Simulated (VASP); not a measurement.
# Mg (P6/mmm) in VASP: further runs

Mg is run at these levels: revPBE; tasks: single point, relaxation of cell and atoms.

Everything below comes from runs of VASP 6.6.1. Logs are shortened: lines on timing, memory, paths and dates and some standing lists are left out, and cuts for length are marked.

**1. The cell of the first run**

The structure is hexagonal, space group P6/mmm (No. 191). Conventional cell: a = 5.150 Å, b = 5.150 Å, c = 3.124 Å, α = 90.00°, β = 90.00°, γ = 120.00°. Within 4.1 Å of Mg (site symmetry 6/mmm) lie 14 Mg at 3.12 to 3.36 Å. Within 3.9 Å of Mg (site symmetry -6m2) lie 11 Mg at 2.97 to 3.36 Å.

**2. Single point, revPBE**

Contents of INCAR:

```
SYSTEM = Mg
  PREC = Accurate
  ENCUT = 600
  EDIFF = 1E-6
  ISMEAR = -1
  SIGMA = 0.1
  LREAL = .FALSE.
  LASPH = .TRUE.
  NELM = 120
  ALGO = Normal
  ISIF = 2
  LWAVE = .FALSE.
  LCHARG = .TRUE.
  GGA = RE
  LELF = .TRUE.
  LVHAR = .TRUE.
  NBANDS = 10
  GGA_COMPAT = .FALSE.
```

Contents of KPOINTS:

```
regular mesh
0
G
  8 8 11
  0 0 0
```

Contents of POSCAR:

```
Mg
1.0
    5.1503688829      0.0000000000      0.0000000000
   -2.5751844415      4.4603502915      0.0000000000
    0.0000000000      0.0000000000      3.1240596837
Mg
3
Direct
    1.0000000000      1.0000000000      0.0000000000
    0.3333333333      0.6666666667      0.5000000000
    0.6666666667      0.3333333333      0.5000000000
```

Potentials or basis: VASP PAW PBE potentials, release 64 (Mg).

Command:

```sh
cat potpaw_PBE.64/Mg/POTCAR > POTCAR
mpirun -np 1 vasp_std > vasp.out
```

OUTCAR:

```text
SYSTEM = Mg
   PREC = Accurate
   ENCUT = 600
   EDIFF = 1E-6
   ISMEAR = -1
   LREAL = .FALSE.
   LASPH = .TRUE.
   NELM = 120
   ISIF = 2
   GGA = RE

 ion  position               nearest neighbor table
   1  0.000  0.000  0.000-   2 3.36   3 3.36   2 3.36   3 3.36   3 3.36   3 3.36   2 3.36   2 3.36
                             3 3.36   3 3.36   2 3.36   2 3.36
   2  0.333  0.667  0.500-   3 2.97   3 2.97   3 2.97   1 3.36   1 3.36   1 3.36   1 3.36   1 3.36
                             1 3.36
   3  0.667  0.333  0.500-   2 2.97   2 2.97   2 2.97   1 3.36   1 3.36   1 3.36   1 3.36   1 3.36
                             1 3.36

  LATTYP: Found a hexagonal cell.
 ALAT       =     5.1503688829
 C/A-ratio  =     0.6065700836

  Lattice vectors:

 A1 = (   5.1503688829,   0.0000000000,   0.0000000000)
 A2 = (  -2.5751844415,   4.4603502915,   0.0000000000)
 A3 = (   0.0000000000,   0.0000000000,   3.1240596837)

Analysis of symmetry for initial positions (statically):
=====================================================================
 Subroutine PRICEL returns:
 Original cell was already a primitive cell.

 Routine SETGRP: Setting up the symmetry group for a
 hexagonal supercell.

 Subroutine GETGRP returns: Found 24 space group operations
 (whereof 24 operations were pure point group operations)
 out of a pool of 24 trial point group operations.

The static configuration has the point symmetry D_6h.

Analysis of symmetry for dynamics (positions and initial velocities):
=====================================================================
 Subroutine PRICEL returns:
 Original cell was already a primitive cell.

 Routine SETGRP: Setting up the symmetry group for a
 hexagonal supercell.

 Subroutine GETGRP returns: Found 24 space group operations
 (whereof 24 operations were pure point group operations)
 out of a pool of 24 trial point group operations.

The dynamic configuration has the point symmetry D_6h.

 Subroutine INISYM returns: Found 24 space group operations
 (whereof 24 operations are pure point group operations),
 and found     1 'primitive' translations

----------------------------------------------------------------------------------------

                                     Primitive cell

  volume of cell :      71.7673

  direct lattice vectors                    reciprocal lattice vectors
     5.150368883  0.000000000  0.000000000     0.194160850  0.112098819  0.000000000
    -2.575184441  4.460350292  0.000000000     0.000000000  0.224197638  0.000000000
     0.000000000  0.000000000  3.124059684     0.000000000  0.000000000  0.320096317

  length of vectors
     5.150368883  5.150368883  3.124059684     0.224197638  0.224197638  0.320096317

  position of ions in fractional coordinates (direct lattice)
     0.000000000  0.000000000  0.000000000
     0.333333333  0.666666667  0.500000000
     0.666666667  0.333333333  0.500000000

  ion indices of the primitive-cell ions
   primitive index   ion index
                 1           1
                 2           2
                 3           3

----------------------------------------------------------------------------------------

 KPOINTS: regular mesh

Automatic generation of k-mesh.
 Grid dimensions read from file:
 generate k-points for:    8    8   11

 Generating k-lattice:

  Cartesian coordinates                     Fractional coordinates (reciprocal lattice)
     0.024270106  0.014012352  0.000000000     0.125000000 -0.000000000  0.000000000
     0.000000000  0.028024705  0.000000000     0.000000000  0.125000000  0.000000000
     0.000000000  0.000000000  0.029099665     0.000000000  0.000000000  0.090909091

  Length of vectors
     0.028024705  0.028024705  0.029099665

  Shift w.r.t. Gamma in fractional coordinates (k-lattice)
     0.000000000  0.000000000  0.000000000

 Subroutine IBZKPT returns following result:
 ===========================================

 Found     60 irreducible k-points:

 Following reciprocal coordinates:
            Coordinates               Weight
  0.000000  0.000000  0.000000      1.000000
  0.125000  0.000000  0.000000      6.000000
  0.250000  0.000000  0.000000      6.000000
  0.375000  0.000000  0.000000      6.000000
  0.500000  0.000000  0.000000      3.000000
  0.125000  0.125000  0.000000      6.000000
[... 16 lines left out ...]
  0.250000  0.000000  0.181818     12.000000
  0.375000  0.000000  0.181818     12.000000
 [... further k-points ...]
   k-points           NKPTS =     60   k-points in BZ     NKDIM =     60   number of bands    NBANDS=     10
   number of dos      NEDOS =    301   number of ions     NIONS =      3
   total plane-waves  NPLWV =  49392
   dimension x,y,z NGX =    42 NGY =   42 NGZ =   28
   dimension x,y,z NGXF=    84 NGYF=   84 NGZF=   56
   ions per type =               3
   NGX,Y,Z   is equivalent  to a cutoff of  13.56, 13.56, 14.90 a.u.
   NGXF,Y,Z  is equivalent  to a cutoff of  27.11, 27.11, 29.80 a.u.
 SYSTEM =  Mg
   PREC   = accura    normal or accurate (medium, high low for compatibility)
   ISTART =      0    job   : 0-new  1-cont  2-samecut
   ICHARG =      2    charge: 1-file 2-atom 10-const
   ISPIN  =      1    spin polarized calculation?
   LNONCOLLINEAR =      F non collinear calculations
   LSORBIT =      F    spin-orbit coupling
   LASPH  =      T    aspherical Exc in radial PAW
   ENCUT  =  600.0 eV  44.10 Ry    6.64 a.u.  10.29 10.29  6.24*2*pi/ulx,y,z
   NELM   =    120;   NELMIN=  2; NELMDL= -5     # of ELM steps
   EDIFF  = 0.1E-05   stopping-criterion for ELM
   LREAL  =      F    real-space projection
   EDIFFG = 0.1E-04   stopping-criterion for IOM
   NSW    =      0    number of steps for IOM
   IBRION =     -1    ionic relax: 0-MD 1-quasi-New 2-CG
   NFREE  =      0    steps in history (QN), initial steepest desc. (CG)
   ISIF   =      2    stress and relaxation
   ISYM   =      2    0-nonsym 1-usesym 2-fastsym
   POTIM  = 0.5000    time-step for ionic-motion
   TEBEG  =    0.0;   TEEND  =   0.0 temperature during run
   PSTRESS=    0.0 pullay stress
   NELECT =       6.0000    total number of electrons
   NUPDOWN=      -1.0000    fix difference up-down
   EMIN   =  10.00;   EMAX   =-10.00  energy-range for DOS
   EFERMI =   0.00;   METHOD = LEGACY
   ISMEAR =    -1;   SIGMA  =   0.10  broadening in eV -4-tet -1-fermi 0-gaus
   EFERMI_NEDOS =   21; number of points for ismear=-14 and -15
   IALGO  =     38    algorithm
   IMIX   =      4    mixing-type and parameters
     AMIX     =   0.40;   BMIX     =  1.00
     AMIX_MAG =   1.60;   BMIX_MAG =  1.00
  volume/ion in A,a.u.               =      23.92       161.44
  Fermi-wavevector in a.u.,A,eV,Ry     =   0.715841  1.352743  6.972004  0.512428
  Thomas-Fermi vector in A             =   1.804106
   LORBIT       =      0    0 simple, 1 ext, 2 COOP (PROOUT), +10 PAW based schemes
   GGA     = RE    functional components
   LHFCALC =     F    Hartree Fock is set to
   AEXX    =    0.0000 exact exchange contribution
   IVDW    =     0    specifies the selected vdW correction
   LEPSILON=     F    determine dielectric tensor
   LRPA    =     F    only Hartree local field effects (RPA)
 non-spin polarized calculation
  energy-cutoff  :      600.00
  volume of cell :       71.77
 maximum number of plane-waves:      2418
 NGX is ok and might be reduce to    42
   NGX = 21   NGY = 21   NGZ = 13

 number of electron       6.0000000 magnetization

 Free energy of the ion-electron system (eV)
  ---------------------------------------------------
  ext. energy  EPLUGINS =         0.00000000
  ---------------------------------------------------
  free energy    TOTEN  =        -3.93708736 eV

  energy without entropy =       -3.89546309  energy(sigma->0) =       -3.91627522

 E-fermi :   2.5393     XC(G=0):  -8.2849

 val. band max:        2.5299507116   @ k =   0.2500   0.0000   0.2727
 cond. band min:       2.5720137238   @ k =   0.1250   0.0000   0.0000
 fundamental gap:      0.0420630122
 Fermi energy:         2.5392899174

 k-point     1 :       0.0000    0.0000    0.0000
  band No.  band energies     occupation
      1      -4.2462      2.00000
      2       2.7556      0.20617
      3       2.7556      0.20617
      4       2.8099      0.12518
      5       2.8099      0.12518
      6       3.8094      0.00001
      7       3.8716      0.00000
      8      10.3081      0.00000
      9      10.7825      0.00000
     10      15.5962      0.00000

 k-point     2 :       0.1250    0.0000    0.0000
  band No.  band energies     occupation
      1      -4.1277      2.00000
      2       1.3729      1.99998
      3       2.0200      1.98895
      4       2.5720      0.83783
      5       3.7652      0.00001
      6       4.5823      0.00000
      7       5.1268      0.00000
      8      10.4072      0.00000
      9      10.8688      0.00000
     10      14.1285      0.00000

 k-point     3 :       0.2500    0.0000    0.0000
  band No.  band energies     occupation
      1      -3.7731      2.00000
      2      -0.0721      2.00000
      3       1.4765      1.99995
      4       2.0392      1.98663
      5       4.9675      0.00000
      6       5.7639      0.00000
      7       7.1344      0.00000
      8      10.7049      0.00000
      9      11.0319      0.00000
     10      11.9490      0.00000

 k-point     4 :       0.3750    0.0000    0.0000
  band No.  band energies     occupation
      1      -3.1850      2.00000
      2      -1.3266      2.00000
      3       1.1507      2.00000
      4       1.6997      1.99955
      5       6.3904      0.00000
      6       7.1499      0.00000
      7       9.3029      0.00000
      8       9.8936      0.00000
      9      10.2940      0.00000
     10      11.2018      0.00000
[... 222 lines left out ...]
 k-point    22 :       0.1250    0.0000    0.1818
  band No.  band energies     occupation
      1      -3.6190      2.00000
      2       1.8500      1.99797
      3       2.4888      1.24729
      4       3.0423      0.01299
      5       4.2352      0.00000
      6       4.8840      0.00000
      7       5.4492      0.00000
      8       6.3418      0.00000
      9      11.0847      0.00000
     10      11.6166      0.00000

 k-point    23 :       0.2500    0.0000    0.1818
  band No.  band energies     occupation
      1      -3.2662      2.00000
      2       0.4152      2.00000
      3       1.9448      1.99477
      4       2.5228      1.08220
      5       5.4375      0.00000
      6       5.7852      0.00000
      7       6.6083      0.00000
      8       7.7040      0.00000
      9       9.8021      0.00000
     10      11.0481      0.00000

 k-point    24 :       0.3750    0.0000    0.1818
  band No.  band energies     occupation
      1      -2.6809      2.00000
      2      -0.8321      2.00000
      3       1.6187      1.99980
      4       2.1909      1.94045
      5       6.5574      0.00000
      6       6.8590      0.00000
      7       7.6644      0.00000
      8       8.4811      0.00000
      9      10.0324      0.00000
     10      10.2769      0.00000

 [... further k-points ...]
[... 5 lines left out ...]
  --------------------------------------------------------------------------------------
  -------------------------------------------------------------------------------------
  Total       -0.1355865     -0.1355865      0.0033233      0.0000000      0.0000000     -0.0000000
  in kB       -3.0269173     -3.0269173      0.0741912      0.0000000      0.0000000     -0.0000000
  external PRESSURE =      -1.9932145 kB  Pullay stress =       0.0000000 kB

 VOLUME and BASIS-vectors are now :
 -----------------------------------------------------------------------------
  energy-cutoff  :      600.00
  volume of cell :       71.77
      direct lattice vectors                 reciprocal lattice vectors
     5.150368883  0.000000000  0.000000000     0.194160850  0.112098819  0.000000000
    -2.575184441  4.460350292  0.000000000     0.000000000  0.224197638  0.000000000
     0.000000000  0.000000000  3.124059684     0.000000000  0.000000000  0.320096317

 POSITION                                       TOTAL-FORCE (eV/Angst)
 -----------------------------------------------------------------------------------
      0.00000      0.00000      0.00000         0.000000      0.000000      0.000000
     -0.00000      2.97357      1.56203         0.000000      0.000000     -0.000000
      2.57518      1.48678      1.56203        -0.000000     -0.000000      0.000000
 -----------------------------------------------------------------------------------
    total drift:                                0.000000     -0.000000      0.000000

  FREE ENERGIE OF THE ION-ELECTRON SYSTEM (eV)
  ---------------------------------------------------
  free  energy   TOTEN  =        -3.9370873568 eV

  energy  without entropy=       -3.8954630860  energy(sigma->0) =       -3.91627522
```

Run time: 50 s. Hardware: 1 thread of Intel Xeon Platinum 8375C at 2.90GHz (Ice Lake), shared host; peak memory 0.22 GiB.

What came out:

```yaml
Free_energy: -3.9371 eV
Pressure: -0.2 GPa
Band_gap_on_the_k_mesh: zero (band 3 reaches 5.62 eV, above the bottom of band 4 at 1.58 eV)
```

Levels at points of the mesh, in eV from the Fermi level:
```
           k point  band 1  band 2  band 3  band 4  band 5  band 6  band 7  band 8
(0.00, 0.00, 0.00)   -6.79    0.22    0.22    0.27    0.27    1.27    1.33    7.77
(0.50, 0.00, 0.00)   -4.91   -4.90   -1.50   -0.95    5.44    5.55    6.15    6.16
```

Caveat: the PAW data sets were made with another functional, which shifts forces and pressure a little.

**3. Single point, revPBE (volume scaled by 1.04)**

Contents of INCAR:

```
SYSTEM = Mg
  PREC = Accurate
  ENCUT = 600
  EDIFF = 1E-6
  ISMEAR = -1
  SIGMA = 0.1
  LREAL = .False.
  LASPH = .True.
  NELM = 120
  ALGO = Normal
  ISIF = 2
  LWAVE = .False.
  LCHARG = .False.
  GGA = RE
  NBANDS = 10
  GGA_COMPAT = .False.
```

Contents of KPOINTS:

```
Automatic mesh
0
Gamma
  8 8 11
  0 0 0
```

Contents of POSCAR:

```
Mg
1.0
    5.2181446669      0.0000000000      0.0000000000
   -2.6090723335      4.5190458422      0.0000000000
    0.0000000000      0.0000000000      3.1651704466
Mg
3
Direct
    1.0000000000      1.0000000000      0.0000000000
    0.3333333333      0.6666666667      0.5000000000
    0.6666666667      0.3333333333      0.5000000000
```

Potentials or basis: VASP PAW PBE potentials, release 64 (Mg).

Command:

```sh
cat potpaw_PBE.64/Mg/POTCAR > POTCAR
mpirun -np 1 vasp_std > vasp.out
```

OUTCAR:

```text
SYSTEM = Mg
   PREC = Accurate
   ENCUT = 600
   EDIFF = 1E-6
   ISMEAR = -1
   LREAL = .False.
   LASPH = .True.
   NELM = 120
   ISIF = 2
   GGA = RE

 ion  position               nearest neighbor table
   1  0.000  0.000  0.000-   2 3.40   3 3.40   2 3.40   3 3.40   3 3.40   3 3.40   2 3.40   2 3.40
                             3 3.40   3 3.40   2 3.40   2 3.40
   2  0.333  0.667  0.500-   3 3.01   3 3.01   3 3.01   1 3.40   1 3.40   1 3.40   1 3.40   1 3.40
                             1 3.40
   3  0.667  0.333  0.500-   2 3.01   2 3.01   2 3.01   1 3.40   1 3.40   1 3.40   1 3.40   1 3.40
                             1 3.40

  LATTYP: Found a hexagonal cell.
 ALAT       =     5.2181446669
 C/A-ratio  =     0.6065700836

  Lattice vectors:

 A1 = (   5.2181446669,   0.0000000000,   0.0000000000)
 A2 = (  -2.6090723335,   4.5190458422,   0.0000000000)
 A3 = (   0.0000000000,   0.0000000000,   3.1651704466)

Analysis of symmetry for initial positions (statically):
=====================================================================
 Subroutine PRICEL returns:
 Original cell was already a primitive cell.

 Routine SETGRP: Setting up the symmetry group for a
 hexagonal supercell.

 Subroutine GETGRP returns: Found 24 space group operations
[... 174 lines left out ...]
 k-point     1 :       0.0000    0.0000    0.0000
  band No.  band energies     occupation
      1      -4.2784      2.00000
      2       2.5787      0.17005
      3       2.5787      0.17005
      4       2.6343      0.10126
      5       2.6343      0.10126
      6       3.5133      0.00002
      7       3.5678      0.00001
      8       9.8894      0.00000
      9      10.3775      0.00000
     10      15.1158      0.00000
[... 287 lines left out ...]
 k-point    24 :       0.3750    0.0000    0.1818
  band No.  band energies     occupation
      1      -2.7531      2.00000
      2      -0.9490      2.00000
      3       1.4679      1.99968
      4       1.9745      1.95013
      5       6.2775      0.00000
      6       6.5883      0.00000
      7       7.2915      0.00000
      8       8.1319      0.00000
      9       9.6346      0.00000
     10       9.9121      0.00000

 [... further k-points ...]
[... 5 lines left out ...]
  --------------------------------------------------------------------------------------
  -------------------------------------------------------------------------------------
  Total       -0.6928454     -0.6928454     -0.5230359      0.0000000     -0.0000000      0.0000000
  in kB      -14.8726031    -14.8726031    -11.2274757      0.0000000     -0.0000000      0.0000000
  external PRESSURE =     -13.6575606 kB  Pullay stress =       0.0000000 kB

 VOLUME and BASIS-vectors are now :
 -----------------------------------------------------------------------------
  energy-cutoff  :      600.00
  volume of cell :       74.64
      direct lattice vectors                 reciprocal lattice vectors
     5.218144667  0.000000000  0.000000000     0.191638995  0.110642825  0.000000000
    -2.609072333  4.519045842  0.000000000     0.000000000  0.221285651  0.000000000
     0.000000000  0.000000000  3.165170447     0.000000000  0.000000000  0.315938752

 POSITION                                       TOTAL-FORCE (eV/Angst)
 -----------------------------------------------------------------------------------
      0.00000      0.00000      0.00000        -0.000000      0.000000      0.000000
     -0.00000      3.01270      1.58259         0.000000      0.000000     -0.000000
      2.60907      1.50635      1.58259         0.000000     -0.000000      0.000000
 -----------------------------------------------------------------------------------
    total drift:                                0.000000     -0.000000      0.000000

  FREE ENERGIE OF THE ION-ELECTRON SYSTEM (eV)
  ---------------------------------------------------
  free  energy   TOTEN  =        -3.9227126766 eV

  energy  without entropy=       -3.8796558732  energy(sigma->0) =       -3.90118427
```

OSZICAR:

```text
N       E                     dE             d eps       ncg     rms          rms(c)
DAV:   1     0.207715983384E+01    0.20772E+01   -0.22591E+03  1200   0.485E+02
DAV:   2    -0.380926353244E+01   -0.58864E+01   -0.57234E+01  1532   0.448E+01
DAV:   3    -0.393538561448E+01   -0.12612E+00   -0.12527E+00  1542   0.523E+00
DAV:   4    -0.393598932482E+01   -0.60371E-03   -0.60363E-03  1478   0.379E-01
DAV:   5    -0.393599397099E+01   -0.46462E-05   -0.46462E-05  1400   0.353E-02    0.124E+00
DAV:   6    -0.393243397506E+01    0.35600E-02   -0.13917E-03  1386   0.367E-01    0.799E-01
DAV:   7    -0.392267698581E+01    0.97570E-02   -0.53528E-03  1270   0.650E-01    0.476E-02
DAV:   8    -0.392271856157E+01   -0.41576E-04   -0.31055E-05  1552   0.372E-02    0.119E-02
DAV:   9    -0.392271300444E+01    0.55571E-05   -0.35249E-06  1352   0.106E-02    0.983E-04
DAV:  10    -0.392271267664E+01    0.32780E-06   -0.14354E-07   788   0.139E-03
   1 F= -.39227127E+01 E0= -.39011843E+01  d E =-.430568E-01
```

Wall time 50 s (1 thread of Intel Xeon Platinum 8375C at 2.90GHz (Ice Lake), shared host); peak memory 0.22 GiB.

Results:

| Property | Result |
| --- | --- |
| Free energy | -3.9227 eV |
| Pressure | -1.4 GPa |
| Band gap on the k mesh | zero (band 3 reaches 5.35 eV, above the bottom of band 4 at 1.38 eV) |

Levels at points of the mesh, in eV from the Fermi level:
```
           k point  band 1  band 2  band 3  band 4  band 5  band 6  band 7
(0.00, 0.00, 0.00)   -6.62    0.24    0.24    0.29    0.29    1.17    1.23
(0.50, 0.00, 0.00)   -4.79   -4.79   -1.44   -0.96    5.34    5.45    5.98
```

Caveat: the PAW data sets were made with another functional, which shifts forces and pressure a little.

(Continued in part 2 of 2.)
